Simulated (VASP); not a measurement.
Input of a VASP 6.6.1 run:

Contents of INCAR:

```
SYSTEM = BaSrLaSbO6
  PREC = Accurate
  ENCUT = 520
  EDIFF = 1E-8
  ISMEAR = -1
  SIGMA = 0.02
  LREAL = Auto
  LASPH = .True.
  NELM = 100
  ALGO = Normal
  ISIF = 2
  LWAVE = .False.
  LCHARG = .False.
  GGA = PE
  LEFG = .True.
  NBANDS = 88
```

Contents of KPOINTS:

```
regular mesh
0
Gamma
  4 4 3
  0 0 0
```

The input POSCAR:

```
BaSrLaSbO6
1.0
    6.0917810268      0.0000000000      0.0000000000
    0.0016077578      6.1396723855      0.0000000000
    0.0682183123      0.0556937104      8.6427991023
Ba Sr La Sb O
2 2 2 2 12
Direct
    0.4933464200      0.4723286000      0.2500071600
    0.5066535800      0.5276714000      0.7499928400
    0.0078943000      0.9628428900      0.2521085400
    0.9921057000      0.0371571100      0.7478914600
    0.0000000000      0.5000000000      0.0000000000
    0.5000000000      0.0000000000      0.5000000000
    0.5000000000      0.0000000000      0.0000000000
    0.0000000000      0.5000000000      0.5000000000
    0.7637500400      0.8068141200      0.9556453900
    0.7368972900      0.3021418400      0.5312568800
    0.2362499600      0.1931858800      0.0443546100
    0.2631027100      0.6978581600      0.4687431200
    0.6964598200      0.2622259600      0.9610984600
    0.8126907700      0.7685129700      0.5423897900
    0.3035401800      0.7377740400      0.0389015400
    0.1873092300      0.2314870300      0.4576102100
    0.5840670900      0.0075781800      0.2279242900
    0.9371041600      0.5340577900      0.2711287200
    0.4159329100      0.9924218200      0.7720757100
    0.0628958400      0.4659422100      0.7288712800
```

Potentials or basis: VASP PAW PBE potentials, release 64 (Ba_sv, Sr_sv, La, Sb, O).

The run is started by

```sh
$ cat potpaw_PBE.64/Ba_sv/POTCAR potpaw_PBE.64/Sr_sv/POTCAR potpaw_PBE.64/La/POTCAR potpaw_PBE.64/Sb/POTCAR potpaw_PBE.64/O/POTCAR > POTCAR
$ mpirun -np 1 vasp_std > vasp.out
```

**Question.** What does it give for the pressure?

**Answer.** -0.6 GPa.

**Question.** Estimate the band gap on the k mesh.

**Answer.** 3.67 eV, indirect (least direct gap 3.69 eV).

**Question.** What does it give for the largest force?

**Answer.** 0.124 eV/Å.

Stress tensor (GPa, compression positive):
```
-0.65 -0.31 -0.03
-0.31 -0.61  0.06
-0.03  0.06 -0.48
```

Caveat: without QUAD_EFG the Cq values of the log hold for a quadrupole moment of 1 mb, not for the nuclei; spin-orbit coupling is left out, which moves the levels of the heavy elements. A k mesh can miss the band edges.
